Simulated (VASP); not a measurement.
A run of VASP 6.6.1 is set up as follows.

Contents of POSCAR:

```
H
1.0
    5.6462160000      0.0000000000      0.0000000000
    0.0000000000      5.6462160000      0.0000000000
    0.0000000000      0.0000000000      5.6462160000
H
12
Direct
    0.3745694462      0.9042516262      1.0197980382
    0.4043947309      0.9065363422      0.8876741520
    0.6339289889      0.2489100665      0.2851998577
    0.7001857527      0.2127442521      0.3783418842
    0.9084314167      0.1812718465      0.6866191446
    0.9438179482      0.0676205090      0.6342654975
    0.5790958050      0.5072246616      0.8595668320
    0.5755004768      0.6037317736      0.9289761497
    0.3827696284      0.4380278757      0.5899703447
    0.2940553461      0.3327715412      0.5963994293
    1.0678302070      1.1030750506      0.1378976646
    1.1307395962      1.1149945379      0.2474931884
```

The input INCAR.step1:

```
PREC = Accurate
ENCUT = 520
ISMEAR = -1
SIGMA = 0.02
LREAL = False
LASPH = True
NELM = 100
NBANDS = 18
GGA = PE
ALGO = Normal
EDIFF = 1E-4
LWAVE = True
LCHARG = False
```

The input INCAR.step2:

```
PREC = Accurate
ENCUT = 520
EDIFF = 1E-6
ISMEAR = -1
SIGMA = 0.02
LREAL = False
LASPH = True
NELM = 100
ALGO = Normal
ISIF = 2
LWAVE = False
LCHARG = False
METAGGA = R2SCAN
LMIXTAU = True
IVDW = 12
VDW_S6 = 1.0
VDW_S8 = 0.78981345
VDW_A1 = 0.49484001
VDW_A2 = 5.73083694
NBANDS = 18
ISTART = 1
```

The input KPOINTS:

```
Automatic mesh
0
Gamma
  1 1 1
```

Potentials or basis: VASP PAW PBE potentials, release 64 (H).

Run with:

```sh
$ cat potpaw_PBE.64/H/POTCAR > POTCAR
$ cp INCAR.step1 INCAR
$ mpirun -np 1 vasp_gam > vasp.out
$ cp INCAR.step2 INCAR
$ mpirun -np 1 vasp_gam > vasp.out
```

(1) What does it give for the dispersion energy per atom?

(2) Estimate the pressure.

(3) What does it give for the largest force?

## Answers

(1) -0.007 eV.

(2) 2.0 GPa.

(3) 3.110 eV/Å.

Caveat: the k points lie up to 1.11 Å⁻¹ apart; the PAW data sets were made with another functional, which shifts forces and pressure a little.
